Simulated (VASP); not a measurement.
# ZnO (zincite) (P6_3mc) in VASP: vibrations by perturbation theory with PBEsol

Aim: the vibrations by perturbation theory of ZnO (zincite) with PBEsol.

All numbers are computed with VASP 6.6.1; they aren't measurements. Logs are shortened: lines on timing, memory, paths and dates and some standing lists are left out, and cuts for length are marked.

## 1. The cell of the first run

Symmetry: P6_3mc, No. 186, hexagonal system. The conventional cell has a = 3.249 Å, b = 3.249 Å, c = 5.206 Å, α = 90.00°, β = 90.00°, γ = 120.00°. Within 2.6 Å of Zn (site symmetry 3m) lie 4 O at 1.97 to 1.98 Å. Within 2.6 Å of O (site symmetry 3m) lie 4 Zn at 1.97 to 1.98 Å.

## 2. Vibrations by perturbation theory, PBEsol

The input, INCAR:

```
SYSTEM = ZnO
ALGO = Normal ; EDIFF = 1E-8
ENCUT = 520 ; GGA = PS
IBRION = 8 ; ISIF = 2
ISMEAR = 0 ; LASPH = .True.
LCHARG = .False. ; LREAL = .False.
LWAVE = .False. ; NBANDS = 26
NELM = 60 ; NSW = 1
PREC = Accurate ; SIGMA = 0.01
```

The input, KPOINTS:

```
k-points
0
Gamma
  6 6 4
  0 0 0
```

The input, POSCAR:

```
ZnO
1.0
    3.2493080000      0.0000000000      0.0000000000
   -1.6246540000      2.8139832700      0.0000000000
    0.0000000000      0.0000000000      5.2057090000
Zn O
2 2
Direct
    0.3333333300      0.6666666700      0.5000000000
    0.6666666700      0.3333333300      0.0000000000
    0.6666666700      0.3333333300      0.3790100000
    0.3333333300      0.6666666700      0.8790100000
```

Potentials or basis: VASP PAW PBE potentials, release 64 (Zn, O).

Launch:

```sh
cat potpaw_PBE.64/Zn/POTCAR potpaw_PBE.64/O/POTCAR > POTCAR
mpirun -np 1 vasp_std > vasp.out
```

OUTCAR:

```text
SYSTEM = ZnO
   EDIFF = 1E-8
   ENCUT = 520
   GGA = PS
   IBRION = 8
   ISIF = 2
   ISMEAR = 0
   LASPH = .True.
   LREAL = .False.
   NELM = 60
   NSW = 1
   PREC = Accurate

 ion  position               nearest neighbor table
   1  0.333  0.667  0.500-   4 1.97   3 1.98   3 1.98   3 1.98
   2  0.667  0.333  0.000-   3 1.97   4 1.98   4 1.98   4 1.98
   3  0.667  0.333  0.379-   2 1.97   1 1.98   1 1.98   1 1.98
   4  0.333  0.667  0.879-   1 1.97   2 1.98   2 1.98   2 1.98

  LATTYP: Found a hexagonal cell.
 ALAT       =     3.2493080000
 C/A-ratio  =     1.6020977390

  Lattice vectors:

 A1 = (   3.2493080000,   0.0000000000,   0.0000000000)
 A2 = (  -1.6246540000,   2.8139832700,   0.0000000000)
 A3 = (   0.0000000000,   0.0000000000,   5.2057090000)

Analysis of symmetry for initial positions (statically):
=====================================================================
 Subroutine PRICEL returns:
 Original cell was already a primitive cell.

 Routine SETGRP: Setting up the symmetry group for a
 hexagonal supercell.

 Subroutine GETGRP returns: Found 12 space group operations
 (whereof  6 operations were pure point group operations)
 out of a pool of 24 trial point group operations.

The static configuration has the point symmetry C_3v.
 The point group associated with its full space group is C_6v.

Analysis of symmetry for dynamics (positions and initial velocities):
=====================================================================
 Subroutine PRICEL returns:
 Original cell was already a primitive cell.

 Routine SETGRP: Setting up the symmetry group for a
 hexagonal supercell.

 Subroutine GETGRP returns: Found 12 space group operations
 (whereof  6 operations were pure point group operations)
 out of a pool of 24 trial point group operations.

The dynamic configuration has the point symmetry C_3v.
 The point group associated with its full space group is C_6v.

 Subroutine INISYM returns: Found 12 space group operations
 (whereof  6 operations are pure point group operations),
 and found     1 'primitive' translations

----------------------------------------------------------------------------------------

                                     Primitive cell

  volume of cell :      47.5984

  direct lattice vectors                    reciprocal lattice vectors
     3.249308000  0.000000000  0.000000000     0.307757836  0.177684070  0.000000000
    -1.624654000  2.813983270  0.000000000     0.000000000  0.355368140  0.000000000
     0.000000000  0.000000000  5.205709000     0.000000000  0.000000000  0.192096792

  length of vectors
     3.249308000  3.249307998  5.205709000     0.355368140  0.355368140  0.192096792

  position of ions in fractional coordinates (direct lattice)
     0.333333330  0.666666670  0.500000000
     0.666666670  0.333333330  0.000000000
     0.666666670  0.333333330  0.379010000
     0.333333330  0.666666670  0.879010000

  ion indices of the primitive-cell ions
   primitive index   ion index
                 1           1
[... 116 lines left out ...]
  ---------------------------------------------------
  free energy    TOTEN  =       -19.40802399 eV

  energy without entropy =      -19.40802399  energy(sigma->0) =      -19.40802399

 E-fermi :   1.0941     XC(G=0): -11.1849

 val. band max:        1.0480857369   @ k =   0.0000   0.0000   0.0000
 cond. band min:       1.7326504792   @ k =   0.0000   0.0000   0.0000
 fundamental gap:      0.6845647423
 Fermi energy:         1.0941308848

 k-point     1 :       0.0000    0.0000    0.0000
  band No.  band energies     occupation
      1     -16.9902      2.00000
      2     -16.2385      2.00000
      3      -4.6579      2.00000
      4      -4.6578      2.00000
      5      -4.6578      2.00000
      6      -4.6185      2.00000
[... 598 lines left out ...]
     25      16.5926      0.00000
     26      16.5926      0.00000

------------------------ aborting loop because EDIFF is reached ----------------------------------------

  FORCE on cell =-STRESS in cart. coord.  units (eV):
  Direction    XX          YY          ZZ          XY          YZ          ZX
  --------------------------------------------------------------------------------------
  -------------------------------------------------------------------------------------
  Total       -0.3146968     -0.3146968      0.1893280      0.0000000     -0.0000000      0.0000000
  in kB      -10.5927954    -10.5927954      6.3728413      0.0000000     -0.0000000      0.0000000
  external PRESSURE =      -4.9375832 kB  Pullay stress =       0.0000000 kB

 VOLUME and BASIS-vectors are now :
 -----------------------------------------------------------------------------
  energy-cutoff  :      520.00
  volume of cell :       47.60
      direct lattice vectors                 reciprocal lattice vectors
     3.249308000  0.000000000  0.000000000     0.307757836  0.177684070  0.000000000
    -1.624654000  2.813983270  0.000000000     0.000000000  0.355368140  0.000000000
     0.000000000  0.000000000  5.205709000     0.000000000  0.000000000  0.192096792

 POSITION                                       TOTAL-FORCE (eV/Angst)
 -----------------------------------------------------------------------------------
     -0.00000      1.87599      2.60285        -0.000000      0.000000     -0.065272
      1.62465      0.93799      0.00000         0.000000      0.000000     -0.065272
      1.62465      0.93799      1.97302        -0.000000     -0.000000      0.065272
     -0.00000      1.87599      4.57587         0.000000     -0.000000      0.065272
 -----------------------------------------------------------------------------------
    total drift:                                0.000004     -0.000002     -0.000659

  FREE ENERGIE OF THE ION-ELECTRON SYSTEM (eV)
  ---------------------------------------------------
  free  energy   TOTEN  =       -19.4080239908 eV

  energy  without entropy=      -19.4080239908  energy(sigma->0) =      -19.40802399

[... ionic steps 2 to 9 ...]

--------------------------------------- Ionic step       10  -------------------------------------------

------------------------ aborting loop because EDIFF is reached ----------------------------------------

[... ionic steps 11 to 11 ...]

--------------------------------------- Ionic step       12  -------------------------------------------

 Free energy of the ion-electron system (eV)
  ---------------------------------------------------
  ---------------------------------------------------
  free energy    TOTEN  =        -0.37570693 eV

  energy without entropy =       -0.37570693

------------------------ aborting loop because EDIFF is reached ----------------------------------------

 INTERNAL STRAIN TENSOR  FOR ION    3  DIRECTION 3   (eV/Angst):
 -----------------------------------------------------------------------------
     4.25485  0.00000  0.00000
    -0.00000  4.25485  0.00000
     0.00000 -0.00000 -9.49707

 INTERNAL STRAIN TENSOR FOR ION    4 for displacements in x,y,z  (eV/Angst):
          X           Y           Z          XY          YZ          ZX
  --------------------------------------------------------------------------------
  x     0.00000     0.00000     0.00000    -7.75269     0.00000     4.14545
  y    -7.75269     7.75269     0.00000     0.00000     4.43018    -0.00000
  z     4.25485     4.25485    -9.49707     0.00000    -0.00000     0.00000

 SECOND DERIVATIVES (NOT SYMMETRIZED)
 ------------------------------------
               1X          1Y          1Z          2X          2Y          2Z          3X          3Y          3Z          4X          4Y          4Z
  1X    -7.307073   -0.000000   -0.000000    0.346910    0.000000    0.000000    6.944437    0.000000    0.000000    0.015727   -0.000000   -0.000000
  1Y    -0.000000   -7.307073    0.000000    0.000000    0.346910    0.000000    0.000000    6.944437    0.000000    0.000000    0.015727    0.000000
  1Z     0.000000    0.000000  -11.406437    0.000000   -0.000000    4.725343    0.000000   -0.000000    1.476548    0.000000   -0.000000    5.204546
  2X     0.346910    0.000000    0.000000   -7.307073    0.000000    0.000000    0.015727   -0.000000    0.000000    6.944437    0.000000    0.000000
  2Y     0.000000    0.346910    0.000000   -0.000000   -7.307073    0.000000    0.000000    0.015727    0.000000    0.000000    6.944437   -0.000000
  2Z     0.000000    0.000000    4.725343    0.000000   -0.000000  -11.406437    0.000000    0.000000    5.204546   -0.000000    0.000000    1.476548
  3X     6.937432    0.000000    0.000000    0.004602    0.000000    0.000000   -7.907954    0.000000    0.000000    0.965920    0.000000    0.000000
  3Y    -0.000000    6.937432    0.000000    0.000000    0.004602    0.000000    0.000000   -7.907954    0.000000    0.000000    0.965920    0.000000
  3Z    -0.000000   -0.000000    1.486558    0.000000    0.000000    5.314428    0.000000   -0.000000  -11.723743    0.000000   -0.000000    4.922757
  4X     0.004602    0.000000    0.000000    6.937432    0.000000    0.000000    0.965920    0.000000    0.000000   -7.907954    0.000000    0.000000
  4Y     0.000000    0.004602    0.000000    0.000000    6.937432   -0.000000    0.000000    0.965920    0.000000    0.000000   -7.907954    0.000000
  4Z     0.000000   -0.000000    5.314428    0.000000    0.000000    1.486558    0.000000    0.000000    4.922757   -0.000000    0.000000  -11.723743

 Eigenvectors and eigenvalues of the dynamical matrix
 ----------------------------------------------------

   1 f  =   16.074480 THz   100.998934 2PiTHz  536.186925 cm-1    66.478676 meV
             X         Y         Z           dx          dy          dz
     -0.000000  1.875989  2.602854    -0.000000   -0.000000   -0.100853
      1.624654  0.937994  0.000000     0.000000    0.000000    0.100853
      1.624654  0.937994  1.973016     0.000000    0.000000   -0.699878
     -0.000000  1.875989  4.575870    -0.000000   -0.000000    0.699878
[... 71 lines left out ...]
  12 f/i=    0.039902 THz     0.250711 2PiTHz    1.330981 cm-1     0.165021 meV
             X         Y         Z           dx          dy          dz
     -0.000000  1.875989  2.602854    -0.000000    0.000000   -0.634902
      1.624654  0.937994  0.000000    -0.000000    0.000000   -0.634902
      1.624654  0.937994  1.973016    -0.000000    0.000000   -0.311286
     -0.000000  1.875989  4.575870    -0.000000    0.000000   -0.311286

--------------------------------------------------------------------------------------------------------

 ELASTIC MODULI CONTR FROM IONIC RELAXATION (kBar)
 Direction    XX          YY          ZZ          XY          YZ          ZX
 --------------------------------------------------------------------------------
 XX        -643.8608    283.4248    402.2105     -0.0000      0.0000      0.0000
 YY         283.4248   -643.8608    402.2105      0.0000     -0.0000     -0.0000
 ZZ         402.2105    402.2105   -897.6533      0.0000      0.0000     -0.0000
 XY          -0.0000      0.0000      0.0000   -463.6428      0.0000     -0.0000
 YZ          -0.0000     -0.0000      0.0000      0.0000   -175.5749      0.0000
 ZX           0.0000     -0.0000     -0.0000     -0.0000      0.0000   -170.5796
 --------------------------------------------------------------------------------
```

Run time: 5.4 min. Hardware: 1 thread of AMD EPYC 7R13 (Zen 3), shared host; peak memory 0.32 GiB.

What came out:

```yaml
Highest_phonon_frequency_at_Γ_LO-TO_splitting_left_out: 536 cm⁻¹
```

Phonon frequencies in cm⁻¹ (negative: imaginary):
| q point | frequencies |
| --- | --- |
| (0.000, 0.000, 0.000) | -1 0 0 90 90 250 379 383 383 418 418 536 |

Caveat: the k points lie up to 0.37 Å⁻¹ apart; the PAW data sets were made with another functional, which shifts forces and pressure a little.
